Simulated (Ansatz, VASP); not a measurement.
**H8Os3 in VASP and in Ansatz**

```
CELL_PARAMETERS angstrom
5.23888 0.00000 0.00000
0.00000 5.23888 0.00000
0.00000 0.00000 5.23888
ATOMIC_POSITIONS crystal
H 0.19955 0.00000 0.00000
H 0.80045 0.00000 0.00000
H 0.00000 0.19955 0.00000
H 0.00000 0.80045 0.00000
H 0.00000 0.00000 0.19955
H 0.00000 0.00000 0.80045
H 0.00000 0.00000 0.00000
H 0.50000 0.50000 0.50000
Os 0.50000 0.00000 0.00000
Os 0.00000 0.50000 0.00000
Os 0.00000 0.00000 0.50000
```

Alike in both runs: functional PBE; k mesh 8 × 8 × 8; occupations gaussian, width 0.1 eV; no spin polarisation.

Ansatz relaxed the structure, and its values are those at the end. VASP's run is a single point on that final structure, the one shown.

|  | VASP | Ansatz |
| --- | --- | --- |
| version | VASP 6.6.1 | Ansatz 0.2.0 |
| potentials or method | VASP PAW PBE potentials, release 64 (H, Os_sv_GW), cutoff 500 eV | scalar-relativistic, plane waves, PAW |
| valence electrons in the cell | 56 | 56 |

```tsv
	VASP	Ansatz	Ansatz less VASP
gap on the k mesh at the Fermi level (eV)	none	none	-
pressure (GPa)	-0.9	0.0	+0.89
rms of the force components (eV/Å)	0.005	0.002	-0.0030
```

A gap of «none» marks a metal or a gap that the smearing closes. The functional is the same, so the differences come from potentials, cutoffs and numerics.

Neither program's run includes spin-orbit coupling.
